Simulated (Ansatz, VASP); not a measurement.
## One calculation of Mn, two programs

Contents of INCAR:

```
PREC = Accurate
ENCUT = 520
EDIFF = 1E-6
ISMEAR = -1
SIGMA = 0.1
LREAL = F
LASPH = T
NELM = 60
ALGO = Normal
ISIF = 2
LWAVE = F
LCHARG = F
GGA = B5
ALDAX = 1.0
AGGAX = 1.0
AGGAC = 1.0
ALDAC = 0.0
NBANDS = 12
```

KPOINTS

```
regular mesh
0
Gamma
  25 25 25
```

POSCAR

```
Mn
1.0
    0.0000000000      1.7964878834      1.7964878834
    1.7964878834      0.0000000000      1.7964878834
    1.7964878834      1.7964878834      0.0000000000
Mn
1
Direct
    0.0000000000      0.0000000000      0.0000000000
```

Input for Ansatz:

```yaml
crystal:
  lattice:
    - [0.0, 1.7964878834, 1.7964878834]
    - [1.7964878834, 0.0, 1.7964878834]
    - [1.7964878834, 1.7964878834, 0.0]
  atoms:
    - { symbol: Mn, position: [0.0, 0.0, 0.0] }
hamiltonian:
  xc: blyp
  pseudopotentials:
    kind: paw
    azcp:
      Mn: "pseudopotentials/Mn.paw.azcp"
basis:
  ecutwfc: 420
  fft_grid_basis: typed
kpoints:
  mp_grid: { grid: [25, 25, 25], shift: [0, 0, 0] }
magnetization:
  spin_polarized: false
scf:
  occupations: { method: fermi_dirac, width: 0.1 }
output:
  stress: true
  write_density: true
  write_potential: true
  elf: true
  volumetric_format: npy
```

Alike in both runs: task single point; functional BLYP; k mesh 25 × 25 × 25; occupations fermi-dirac, width 0.1 eV; no spin polarisation.

```csv
,VASP,Ansatz
version,VASP 6.6.1,Ansatz 0.2.0
potentials or method,"VASP PAW PBE potentials, release 64 (Mn_pv), cutoff 520 eV","plane waves (420 eV) with PAW, scalar-relativistic"
valence electrons in the cell,13,15
```

|  | VASP | Ansatz | Ansatz less VASP |
| --- | --- | --- | --- |
| pressure (GPa) | -8.8 | -9.0 | -0.14 |

VASP's potentials were made for PBE, not for BLYP. VASP's potentials hold 13 valence electrons a cell and Ansatz's 15, so a difference there can come from the potentials and not from the codes.
